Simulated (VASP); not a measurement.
Input of a VASP 6.6.1 run:

File INCAR:

```
AGGAC = 1.0
AGGAX = 1.0
ALDAC = 0.0
ALDAX = 1.0
ALGO = Normal
EDIFF = 1E-6
ENCUT = 520
GGA = B5
ISIF = 2
ISMEAR = 0
IVDW = 12
LASPH = T
LCHARG = T
LELF = T
LREAL = F
LVHAR = T
LWAVE = F
NBANDS = 11
NELM = 100
PREC = Accurate
SIGMA = 0.01
VDW_A1 = 0.4298
VDW_A2 = 4.2359
VDW_S6 = 1.0
VDW_S8 = 2.6996
```

Contents of KPOINTS:

```
k-points
0
Gamma
  6 6 6
```

Contents of POSCAR:

```
MgS
1.0
    0.0000000000      2.7921984114      2.7921984114
    2.7921984114      0.0000000000      2.7921984114
    2.7921984114      2.7921984114      0.0000000000
Mg S
1 1
Direct
    0.0000000000      0.0000000000      0.0000000000
    0.7500000000      0.7500000000      0.7500000000
```

Potentials or basis: VASP PAW PBE potentials, release 64 (Mg, S).

Run with:

```console
$ cat potpaw_PBE.64/Mg/POTCAR potpaw_PBE.64/S/POTCAR > POTCAR
$ mpirun -np 1 vasp_std > vasp.out
```

Q: Predict the pressure.

A: -0.1 GPa.

Q: What does it give for the dispersion energy per atom?

A: -0.618 eV.

Q: Estimate the band gap on the k mesh.

A: 3.82 eV, direct.

Caveat: the PAW data sets were made with another functional, which shifts forces and pressure a little. A k mesh can miss the band edges.
